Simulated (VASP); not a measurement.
# AlN in VASP: notebook

Runs on AlN. Level: PBE. Tasks: single point.

All numbers are computed with VASP 6.6.1; they aren't measurements. Logs are shortened: lines on timing, memory, paths and dates and some standing lists are left out, and cuts for length are marked.

## Step 1: The cell of the first run

It takes space group Fm-3m (No. 225, cubic). The conventional cell has a = 4.034 Å, b = 4.034 Å, c = 4.034 Å, α = 90.00°, β = 90.00°, γ = 90.00°. Within 2.7 Å of Al (site symmetry m-3m) lie 6 N at 2.02 Å. N (site symmetry m-3m) has 6 Al at 2.02 Å within 2.7 Å.

## Step 2: Single point, PBE (8.20 Å³/atom)

INCAR

```
PREC = Accurate ; ENCUT = 600
EDIFF = 1E-6 ; ISMEAR = -1
SIGMA = 0.02 ; LREAL = False
LASPH = True ; NELM = 120
ALGO = Normal ; ISIF = 2
LWAVE = False ; LCHARG = False
GGA = PE ; NBANDS = 11
GGA_COMPAT = False
```

KPOINTS

```
Automatic mesh
0
Gamma
  13 13 13
```

POSCAR

```
AlN
1.0
    0.0000000000      2.0167941628      2.0167941628
    2.0167941628      0.0000000000      2.0167941628
    2.0167941628      2.0167941628      0.0000000000
Al N
1 1
Direct
    0.0000000000      0.0000000000      0.0000000000
    0.5000000000      0.5000000000      0.5000000000
```

Potentials or basis: VASP PAW PBE potentials, release 64 (Al, N).

The run is started by

```
> cat potpaw_PBE.64/Al/POTCAR potpaw_PBE.64/N/POTCAR > POTCAR
> mpirun -np 1 vasp_std > vasp.out
```

OUTCAR:

```text
PREC = Accurate
   ENCUT = 600
   EDIFF = 1E-6
   ISMEAR = -1
   LREAL = False
   LASPH = True
   NELM = 120
   ISIF = 2
   GGA = PE

 ion  position               nearest neighbor table
   1  0.000  0.000  0.000-   2 2.02   2 2.02   2 2.02   2 2.02   2 2.02   2 2.02
   2  0.500  0.500  0.500-   1 2.02   1 2.02   1 2.02   1 2.02   1 2.02   1 2.02

  LATTYP: Found a face centered cubic cell.
 ALAT       =     4.0335883256

  Lattice vectors:

 A1 = (   0.0000000000,   2.0167941628,   2.0167941628)
 A2 = (   2.0167941628,   0.0000000000,   2.0167941628)
 A3 = (   2.0167941628,   2.0167941628,   0.0000000000)

Analysis of symmetry for initial positions (statically):
=====================================================================
 Subroutine PRICEL returns:
 Original cell was already a primitive cell.

 Routine SETGRP: Setting up the symmetry group for a
 face centered cubic supercell.

 Subroutine GETGRP returns: Found 48 space group operations
 (whereof 48 operations were pure point group operations)
 out of a pool of 48 trial point group operations.

The static configuration has the point symmetry O_h .

Analysis of symmetry for dynamics (positions and initial velocities):
=====================================================================
 Subroutine PRICEL returns:
 Original cell was already a primitive cell.

 Routine SETGRP: Setting up the symmetry group for a
 face centered cubic supercell.

 Subroutine GETGRP returns: Found 48 space group operations
 (whereof 48 operations were pure point group operations)
 out of a pool of 48 trial point group operations.

The dynamic configuration has the point symmetry O_h .

 Subroutine INISYM returns: Found 48 space group operations
 (whereof 48 operations are pure point group operations),
 and found     1 'primitive' translations

----------------------------------------------------------------------------------------

                                     Primitive cell

  volume of cell :      16.4065

  direct lattice vectors                    reciprocal lattice vectors
     0.000000000  2.016794163  2.016794163    -0.247918211  0.247918211  0.247918211
     2.016794163  0.000000000  2.016794163     0.247918211 -0.247918211  0.247918211
     2.016794163  2.016794163  0.000000000     0.247918211  0.247918211 -0.247918211

[... 87 lines left out ...]
   IBRION =     -1    ionic relax: 0-MD 1-quasi-New 2-CG
   NFREE  =      0    steps in history (QN), initial steepest desc. (CG)
   ISIF   =      2    stress and relaxation
   ISYM   =      2    0-nonsym 1-usesym 2-fastsym
   POTIM  = 0.5000    time-step for ionic-motion
   TEBEG  =    0.0;   TEEND  =   0.0 temperature during run
   PSTRESS=    0.0 pullay stress
   NELECT =       8.0000    total number of electrons
   NUPDOWN=      -1.0000    fix difference up-down
   EMIN   =  10.00;   EMAX   =-10.00  energy-range for DOS
   EFERMI =   0.00;   METHOD = LEGACY
   ISMEAR =    -1;   SIGMA  =   0.02  broadening in eV -4-tet -1-fermi 0-gaus
   EFERMI_NEDOS =   21; number of points for ismear=-14 and -15
   IALGO  =     38    algorithm
   IMIX   =      4    mixing-type and parameters
     AMIX     =   0.40;   BMIX     =  1.00
     AMIX_MAG =   1.60;   BMIX_MAG =  1.00
  volume/ion in A,a.u.               =       8.20        55.36
  Fermi-wavevector in a.u.,A,eV,Ry     =   1.288546  2.434999 22.590443  1.660351
  Thomas-Fermi vector in A             =   2.420493
   LORBIT       =      0    0 simple, 1 ext, 2 COOP (PROOUT), +10 PAW based schemes
   GGA     = PE    functional components
   LHFCALC =     F    Hartree Fock is set to
   AEXX    =    0.0000 exact exchange contribution
   IVDW    =     0    specifies the selected vdW correction
   LEPSILON=     F    determine dielectric tensor
   LRPA    =     F    only Hartree local field effects (RPA)
 non-spin polarized calculation
  energy-cutoff  :      600.00
  volume of cell :       16.41
 maximum number of plane-waves:       561
   NGX = 11   NGY = 11   NGZ = 11

 number of electron       7.9999999 magnetization

 Free energy of the ion-electron system (eV)
  ---------------------------------------------------
  ext. energy  EPLUGINS =         0.00000000
  ---------------------------------------------------
  free energy    TOTEN  =       -14.53801744 eV

  energy without entropy =      -14.53801744  energy(sigma->0) =      -14.53801744

 E-fermi :  10.4071     XC(G=0): -12.3191

 val. band max:       10.0566546247   @ k =   0.0000   0.0000   0.0000
 cond. band min:      14.8258935653   @ k =   0.4615   0.4615   0.0000
 fundamental gap:      4.7692389407
 Fermi energy:        10.4071082128

 k-point     1 :       0.0000    0.0000    0.0000
  band No.  band energies     occupation
      1      -7.5620      2.00000
      2      10.0567      2.00000
      3      10.0567      2.00000
      4      10.0567      2.00000
      5      15.8399      0.00000
      6      22.2472      0.00000
      7      22.2472      0.00000
      8      22.2472      0.00000
      9      27.4072      0.00000
     10      27.8992      0.00000
     11      27.8992      0.00000
[... 309 lines left out ...]
 k-point    24 :       0.4615    0.1538    0.0000
  band No.  band energies     occupation
      1      -4.4069      2.00000
      2       2.7831      2.00000
      3       7.6459      2.00000
      4       8.4823      2.00000
      5      17.3781      0.00000
      6      19.6961      0.00000
      7      22.2170      0.00000
      8      22.5696      0.00000
      9      27.3140      0.00000
     10      29.9542      0.00000
     11      31.4736      0.00000

 [... further k-points ...]

------------------------ aborting loop because EDIFF is reached ----------------------------------------

  FORCE on cell =-STRESS in cart. coord.  units (eV):
  Direction    XX          YY          ZZ          XY          YZ          ZX
  --------------------------------------------------------------------------------------
  -------------------------------------------------------------------------------------
  Total        0.6992971      0.6992971      0.6992971     -0.0000000     -0.0000000      0.0000000
  in kB       68.2900774     68.2900774     68.2900774     -0.0000000     -0.0000000      0.0000000
  external PRESSURE =      68.2900774 kB  Pullay stress =       0.0000000 kB

 VOLUME and BASIS-vectors are now :
 -----------------------------------------------------------------------------
  energy-cutoff  :      600.00
  volume of cell :       16.41
      direct lattice vectors                 reciprocal lattice vectors
     0.000000000  2.016794163  2.016794163    -0.247918211  0.247918211  0.247918211
     2.016794163  0.000000000  2.016794163     0.247918211 -0.247918211  0.247918211
     2.016794163  2.016794163  0.000000000     0.247918211  0.247918211 -0.247918211

 POSITION                                       TOTAL-FORCE (eV/Angst)
 -----------------------------------------------------------------------------------
      0.00000      0.00000      0.00000        -0.000000     -0.000000      0.000000
      2.01679      2.01679      2.01679         0.000000      0.000000     -0.000000
 -----------------------------------------------------------------------------------
    total drift:                               -0.000000     -0.000000      0.000000

  FREE ENERGIE OF THE ION-ELECTRON SYSTEM (eV)
  ---------------------------------------------------
  free  energy   TOTEN  =       -14.5380174371 eV

  energy  without entropy=      -14.5380174371  energy(sigma->0) =      -14.53801744
```

stdout:

```text
POSCAR found type information on POSCAR AlN
 POSCAR found :  2 types and       2 ions
 scaLAPACK will be used
 LDA part: xc-table for (Slater+PW92), standard interpolation
 POSCAR, INCAR and KPOINTS ok, starting setup
 FFT: planning ... GRIDC
 FFT: planning ... GRID_SOFT
 FFT: planning ... GRID
 WAVECAR not read
 entering main loop
```

It took 5.9 s on 1 thread of Intel Xeon 6975P-C (Granite Rapids), shared host; peak memory 0.14 GiB.

What came out:

```
Free energy            : -14.5380 eV
Pressure               : 6.8 GPa
Band gap on the k mesh : 4.77 eV (least direct gap 5.78 eV)
```

Caveat: the cell stands under pressure; an odd mesh through Γ misses points on the zone boundary, where band edges can lie.

(Continued in part 2 of 2.)
